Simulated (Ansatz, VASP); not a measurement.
## One calculation of Al, two programs

File POSCAR:

```
Al
1.0
    0.0000000000      1.9960030645      1.9960030645
    1.9960030645      0.0000000000      1.9960030645
    1.9960030645      1.9960030645      0.0000000000
Al
1
Direct
    0.0000000000      0.0000000000      0.0000000000
```

INCAR.step1

```
PREC = Accurate ; ENCUT = 600
ISMEAR = -1 ; SIGMA = 0.15
LREAL = False ; LASPH = True
NELM = 80 ; GGA = PE
ALGO = Normal ; EDIFF = 1E-4
LWAVE = True ; LCHARG = False
```

The input INCAR.step2:

```
PREC = Accurate ; ENCUT = 600
EDIFF = 1E-6 ; ISMEAR = -1
SIGMA = 0.15 ; LREAL = False
LASPH = True ; NELM = 80
ALGO = Normal ; ISIF = 3
LWAVE = False ; LCHARG = False
METAGGA = R2SCAN ; LMIXTAU = True
IBRION = 2 ; NSW = 80
EDIFFG = -0.001 ; ISTART = 1
```

The input KPOINTS:

```
regular mesh
0
Gamma
  18 18 18
```

Input for Ansatz:

```yaml
crystal:
  lattice:
    - [0.0, 1.9960030645, 1.9960030645]
    - [1.9960030645, 0.0, 1.9960030645]
    - [1.9960030645, 1.9960030645, 0.0]
  atoms:
    - { symbol: Al, position: [0.0, 0.0, 0.0] }
basis:
  ecutwfc: 500
kpoints:
  mp_grid: { grid: [18, 18, 18] }
hamiltonian:
  xc: r2scan
scf:
  occupations: { method: fermi_dirac, width: 0.15 }
output:
  forces: true
  stress: true
  eigenvalues: true
  write_density: true
  write_potential: true
  elf: true
  volumetric_format: npy
relax:
  adjacent_minimum: "off"
  f_tol: 0.001
  max_steps: 60
  cell: { stress_tol: 0.01 }
```

Alike in both runs: task relaxation of cell and atoms; functional r2SCAN; k mesh 18 × 18 × 18; occupations fermi-dirac, width 0.15 eV; no spin polarisation.

```csv
,VASP,Ansatz
version,VASP 6.6.1,Ansatz 0.2.0
potentials or method,"VASP PAW PBE potentials, release 64 (Al), cutoff 600 eV","scalar-relativistic, plane waves, PAW"
valence electrons in the cell,3,3
```

```csv
,VASP,Ansatz,Ansatz less VASP
"gap on the k mesh at the Fermi level, each at its own relaxed structure (eV)",none,none,-
relaxed volume (Å³/atom),15.88,15.94,+0.056
relaxed cell length with the largest relative difference (Å),2.821,2.825,+0.0033
```

VASP's potentials were made for PBE, not for r2SCAN. A gap of «none» marks a metal or a gap that the smearing closes.
